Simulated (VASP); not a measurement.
# MgO (P6_222) in VASP: notebook, part 2 of 2

VASP 6.6.1. The steps go on from the part before.

## (4) Relaxation of cell and atoms, PBE

INCAR reads:

```
SYSTEM = MgO
  PREC = Accurate
  ENCUT = 600
  EDIFF = 1E-6
  ISMEAR = 0
  SIGMA = 0.1
  LREAL = .False.
  LASPH = .True.
  NELM = 80
  ALGO = Normal
  ISIF = 3
  LWAVE = .False.
  LCHARG = .False.
  GGA = PE
  IBRION = 2
  NSW = 90
  EDIFFG = -0.04
```

KPOINTS reads:

```
regular mesh
0
Gamma
  6 6 4
  0 0 0
```

POSCAR reads:

```
MgO
1.0
    3.1029560100      0.0000000000      0.0000000000
   -1.5514780000      2.6872387300      0.0000000000
    0.0000000000      0.0000000000      6.7955736500
Mg O
3 3
Direct
    0.0000000000      0.5000000000      0.1666666700
    0.5000000000      0.5000000000      0.8333333300
    0.5000000000      0.0000000000      0.5000000000
    0.5000000000      0.5000000000      0.3333333300
    0.5000000000      0.0000000000      0.0000000000
    0.0000000000      0.5000000000      0.6666666700
```

Potentials or basis: VASP PAW PBE potentials, release 64 (Mg, O).

On the command line:

```
cat potpaw_PBE.64/Mg/POTCAR potpaw_PBE.64/O/POTCAR > POTCAR
mpirun -np 1 vasp_std > vasp.out
```

OUTCAR:

```text
SYSTEM = MgO
   PREC = Accurate
   ENCUT = 600
   EDIFF = 1E-6
   ISMEAR = 0
   LREAL = .False.
   LASPH = .True.
   NELM = 80
   ISIF = 3
   GGA = PE
   IBRION = 2
   NSW = 90
   EDIFFG = -0.04

 ion  position               nearest neighbor table
   1  0.000  0.500  0.167-   4 1.92   4 1.92   5 1.92   5 1.92   3 2.75   3 2.75   2 2.75   2 2.75
                             3 3.51   3 3.51   2 3.51   2 3.51
   2  0.500  0.500  0.833-   6 1.92   6 1.92   5 1.92   5 1.92   3 2.75   3 2.75   1 2.75   1 2.75
                             3 3.51   3 3.51   1 3.51   1 3.51
   3  0.500  0.000  0.500-   4 1.92   4 1.92   6 1.92   6 1.92   2 2.75   2 2.75   1 2.75   1 2.75
                             1 3.51   1 3.51   2 3.51   2 3.51
   4  0.500  0.500  0.333-   1 1.92   1 1.92   3 1.92   3 1.92
   5  0.500  0.000  0.000-   2 1.92   2 1.92   1 1.92   1 1.92
   6  0.000  0.500  0.667-   2 1.92   2 1.92   3 1.92   3 1.92

  LATTYP: Found a hexagonal cell.
 ALAT       =     3.1029560100
 C/A-ratio  =     2.1900322235

  Lattice vectors:

 A1 = (   3.1029560100,   0.0000000000,   0.0000000000)
 A2 = (  -1.5514780000,   2.6872387300,   0.0000000000)
 A3 = (   0.0000000000,   0.0000000000,   6.7955736500)

Analysis of symmetry for initial positions (statically):
=====================================================================
 Subroutine PRICEL returns:
 Original cell was already a primitive cell.
[... 184 lines left out ...]
  --------------------------------------------------------------------------------------
  -------------------------------------------------------------------------------------
  Total        5.7162973      5.7162973     18.0600664      0.0000000      0.0000000      0.0000000
  in kB      161.6282984    161.6282982    510.6483491      0.0000003      0.0000000      0.0000000
  external PRESSURE =     277.9683152 kB  Pullay stress =       0.0000000 kB
[... 27 lines left out ...]
--------------------------------------- Ionic step        2  -------------------------------------------

 number of electron      24.0000005 magnetization

 E-fermi :   2.1632     XC(G=0):  -9.9084

 val. band max:        1.7108167758   @ k =   0.0000   0.0000   0.0000
 cond. band min:       4.2558424298   @ k =   0.0000   0.0000   0.0000
 fundamental gap:      2.5450256540
 Fermi energy:         2.1632067739

 k-point     1 :       0.0000    0.0000    0.0000
  band No.  band energies     occupation
      1     -14.7505      2.00000
      2     -14.1521      2.00000
      3     -14.1521      2.00000
      4      -1.4414      2.00000
      5      -1.4414      2.00000
      6       0.7645      2.00000
[... 667 lines left out ...]
--------------------------------------- Ionic step        9  -------------------------------------------

 number of electron      24.0000008 magnetization

 Free energy of the ion-electron system (eV)
  ---------------------------------------------------
  ext. energy  EPLUGINS =         0.00000000
  ---------------------------------------------------
  free energy    TOTEN  =       -34.41156583 eV

  energy without entropy =      -34.41156583  energy(sigma->0) =      -34.41156583

 E-fermi :   2.8191     XC(G=0): -10.3105

 val. band max:        2.3552758880   @ k =   0.0000   0.0000   0.0000
 cond. band min:       5.3877748170   @ k =   0.0000   0.0000   0.0000
 fundamental gap:      3.0324989289
 Fermi energy:         2.8190692102

 k-point     1 :       0.0000    0.0000    0.0000
  band No.  band energies     occupation
      1     -14.5301      2.00000
      2     -13.8594      2.00000
      3     -13.8594      2.00000
      4      -1.2377      2.00000
      5      -1.2376      2.00000
      6       1.4468      2.00000
[... 421 lines left out ...]
  FREE ENERGIE OF THE ION-ELECTRON SYSTEM (eV)
  ---------------------------------------------------
  free  energy   TOTEN  =       -34.4115658320 eV

  energy  without entropy=      -34.4115658320  energy(sigma->0) =      -34.41156583

 reached required accuracy - stopping structural energy minimisation
```

CONTCAR:

```text
MgO
   1.00000000000000
     3.1106985219971905   -0.0000000000044432   -0.0000000000000000
    -1.5553492559899669    2.6939439420794735   -0.0000000000000000
     0.0000000000000000   -0.0000000000000000    7.7389547522253679
  Mg              O
     3     3
Direct
     0.0000000000000000    0.5000000000000000    0.1666666699999979
     0.5000000000000000    0.5000000000000000    0.8333333300000021
     0.5000000000000000    0.0000000000000000    0.5000000000000000
     0.5000000000000000    0.5000000000000000    0.3333333300000021
     0.5000000000000000    0.0000000000000000    0.0000000000000000
     0.0000000000000000    0.5000000000000000    0.6666666699999979

  0.00000000E+00  0.00000000E+00  0.00000000E+00
  0.00000000E+00  0.00000000E+00  0.00000000E+00
  0.00000000E+00  0.00000000E+00  0.00000000E+00
  0.00000000E+00  0.00000000E+00  0.00000000E+00
  0.00000000E+00  0.00000000E+00  0.00000000E+00
  0.00000000E+00  0.00000000E+00  0.00000000E+00
```

It took 1.7 min on 1 thread of Intel Xeon 6975P-C (Granite Rapids), shared host; peak memory 0.21 GiB.

What came out:

- Free energy: -34.4116 eV
- Relaxed volume: 10.81 Å³/atom
- Relaxed cell: a = 3.111 Å, b = 3.111 Å, c = 7.739 Å, α = 90.00°, β = 90.00°, γ = 120.00°
- Space group after relaxing (to 0.05 Å): P6_222 (No. 180)
- Energy gained by relaxing: 199.3 meV/atom
- Ionic steps: 9
- Pressure after relaxing: 0.0 GPa
- Band gap on the k mesh: 3.03 eV, direct

The path:
```
step  energy change (eV)  largest force (eV/Å)  pressure (GPa)  volume (Å³)
   1              0.0000                0.0000           27.80        56.66
   2             -0.9804                0.0000           -9.18        70.99
   3             -1.0772                0.0000           -2.77        67.09
   4             -1.0773                0.0000           -3.18        67.31
   5             -1.1820                0.0000           -1.85        66.02
   6             -1.1936                0.0000           -1.21        65.46
   7             -1.1937                0.0000           -1.16        65.42
   8             -1.1957                0.0000            0.46        64.64
   9             -1.1960                0.0000            0.01        64.85
```

Final structure:
```
Mg O
1.0
     3.11070    0.00000    0.00000
    -1.55535    2.69394    0.00000
     0.00000    0.00000    7.73895
Mg O
3 3
Direct
  0.00000 0.50000 0.16667
  0.50000 0.50000 0.83333
  0.50000 0.00000 0.50000
  0.50000 0.50000 0.33333
  0.50000 0.00000 0.00000
  0.00000 0.50000 0.66667
```

## (5) Single point, PBE

This run uses another cell than the first one, of 10.86 Å³/atom, 1.150 times its volume.

INCAR reads:

```
SYSTEM = MgO
  PREC = Accurate
  ENCUT = 520
  EDIFF = 1E-6
  ISMEAR = 0
  SIGMA = 0.02
  LREAL = .False.
  LASPH = .True.
  NELM = 80
  ALGO = Normal
  ISIF = 2
  LWAVE = .False.
  LCHARG = .False.
  GGA = PE
  NBANDS = 21
```

KPOINTS reads:

```
Automatic mesh
0
Gamma
  12 12 4
  0 0 0
```

POSCAR reads:

```
MgO
1.0
    3.1156712476      0.0000000000      0.0000000000
   -1.5578356238      2.6982504503      0.0000000000
    0.0000000000      0.0000000000      7.7500048941
Mg O
3 3
Direct
    0.0000000000      0.5000000000      0.1666666667
    0.5000000000      0.5000000000      0.8333333333
    0.5000000000      0.0000000000      0.5000000000
    0.5000000000      0.5000000000      0.3333333333
    0.5000000000      0.0000000000      0.0000000000
    0.0000000000      0.5000000000      0.6666666667
```

On the command line:

```
cat potpaw_PBE.64/Mg/POTCAR potpaw_PBE.64/O/POTCAR > POTCAR
mpirun -np 1 vasp_std > vasp.out
```

Run time: 31 s. Hardware: 1 thread of Intel Xeon 6975P-C (Granite Rapids), shared host; peak memory 0.21 GiB.

It converged, with:

```yaml
Free_energy: -34.4184 eV
Pressure: -0.5 GPa
Band_gap_on_the_k_mesh: 3.00 eV, direct
```

Stress tensor (GPa, compression positive):
```
-0.43  0.00  0.00
 0.00 -0.43  0.00
 0.00  0.00 -0.51
```

Levels at points of the mesh, in eV from the valence-band top:
| k point | band 8 | band 9 | band 10 | band 11 | band 12 | band 13 | band 14 | band 15 | band 16 | band 17 |
| --- | --- | --- | --- | --- | --- | --- | --- | --- | --- | --- |
| (0.00, 0.00, 0.00) | -0.72 | -0.51 | -0.23 | -0.23 | 0.00 | 3.00 | 6.11 | 6.11 | 10.07 | 10.07 |
| (0.50, 0.00, 0.00) | -1.39 | -1.37 | -1.36 | -0.92 | -0.58 | 6.37 | 8.00 | 8.78 | 8.82 | 9.45 |
| (0.00, 0.00, 0.50) | -0.85 | -0.63 | -0.33 | -0.07 | -0.07 | 4.34 | 4.34 | 6.75 | 9.76 | 11.76 |
| (0.50, 0.00, 0.50) | -1.63 | -1.33 | -0.93 | -0.88 | -0.68 | 6.80 | 7.72 | 8.07 | 8.81 | 9.75 |

A k mesh can miss the band edges. PBE gaps usually lie below the measured ones, often by a third to a half.

## (6) Overview

```csv
task,cell,k mesh,cutoff (eV),smearing,gap on the mesh (eV),pressure (GPa)
single point,"a = 3.103, b = 3.103, c = 6.796 Å, angles 90.0, 90.0, 120.0°, 6 atoms",6 × 6 × 4,520,gaussian 0.1 eV,3.80,28.0
single point,"a = 3.116, b = 3.116, c = 7.747 Å, angles 90.0, 90.0, 120.0°, 6 atoms",6 × 6 × 4,520,gaussian 0.1 eV,3.00,-0.5
relaxation of cell and atoms,"relaxed from a = 3.103, b = 3.103, c = 6.796 Å, angles 90.0, 90.0, 120.0°, 6 atoms",6 × 6 × 4,600,gaussian 0.1 eV,3.03,0.0
single point,"a = 3.116, b = 3.116, c = 7.750 Å, angles 90.0, 90.0, 120.0°, 6 atoms",12 × 12 × 4,520,gaussian 0.02 eV,3.00,-0.5
```

Alike in all rows: level PBE; potentials or basis VASP PAW PBE potentials, release 64 (Mg, O); no spin polarisation.

Absolute energies hang on the potentials; compare differences alone.
